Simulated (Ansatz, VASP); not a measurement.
**Two plane-wave programs on ZnAu**

INCAR

```
SYSTEM = ZnAu
PREC     = Accurate       ! precision mode
ENCUT    = 520            ! plane-wave cutoff, eV
EDIFF    = 1E-6           ! SCF threshold, eV
ISMEAR   = 0              ! smearing method
SIGMA    = 0.15           ! smearing width, eV
LREAL    = .FALSE.        ! projectors in reciprocal space
LASPH    = .TRUE.         ! aspherical terms in the spheres
NELM     = 60             ! most SCF steps
ALGO     = Fast           ! electronic algorithm
ISIF     = 2              ! what is computed and relaxed
LWAVE    = .FALSE.        ! write WAVECAR
LCHARG   = .TRUE.         ! write CHGCAR
GGA      = PE             ! functional
LELF     = .TRUE.         ! ELF
LVHAR    = .TRUE.       
NBANDS   = 18             ! bands
```

KPOINTS

```
regular mesh
0
G
  16 16 16
  0 0 0
```

Contents of POSCAR:

```
ZnAu
1.0
    3.3830250000      0.0000000000      0.0000000000
    0.0000000000      3.3830250000      0.0000000000
    0.0000000000      0.0000000000      3.1470000000
Zn Au
1 1
Direct
    0.5000000000      0.5000000000      0.5000000000
    0.0000000000      0.0000000000      0.0000000000
```

Input for Ansatz:

```yaml
crystal:
  lattice:
    - [3.383025, 0.0, 0.0]
    - [0.0, 3.383025, 0.0]
    - [0.0, 0.0, 3.147]
  atoms:
    - { symbol: Zn, position: [0.5, 0.5, 0.5] }
    - { symbol: Au, position: [0.0, 0.0, 0.0] }
basis:
  ecutwfc: 420
kpoints:
  mp_grid: { grid: [16, 16, 16] }
hamiltonian:
  xc: pbe
scf:
  occupations: { method: gaussian, width: 0.15 }
output:
  forces: true
  stress: true
  eigenvalues: true
```

Change from the starting cell: strain +0.0750 x Voigt [1, 1, 0, 0, 0, 0], atoms carried along.

Alike in both runs: task single point; functional PBE; k mesh 16 × 16 × 16; occupations gaussian, width 0.15 eV; no spin polarisation.

```csv
,VASP,Ansatz
version,VASP 6.6.1,Ansatz 0.2.0
potentials or method,"VASP PAW PBE potentials, release 64 (Zn, Au), cutoff 520 eV","scalar-relativistic, plane waves, PAW"
valence electrons in the cell,23,31
```

```tsv
	VASP	Ansatz	Ansatz less VASP
gap on the k mesh at the Fermi level (eV)	none	none	-
pressure (GPa)	-9.1	-9.2	-0.08
traceless stress, the component that is largest in VASP (GPa)	0.20	0.21	+0.001
```

A gap of «none» marks a metal or a gap that the smearing closes. The functional is the same, so the differences come from potentials, cutoffs and numerics. VASP's potentials hold 23 valence electrons a cell and Ansatz's 31, so a difference there can come from the potentials and not from the codes.

Spin-orbit coupling is off throughout.
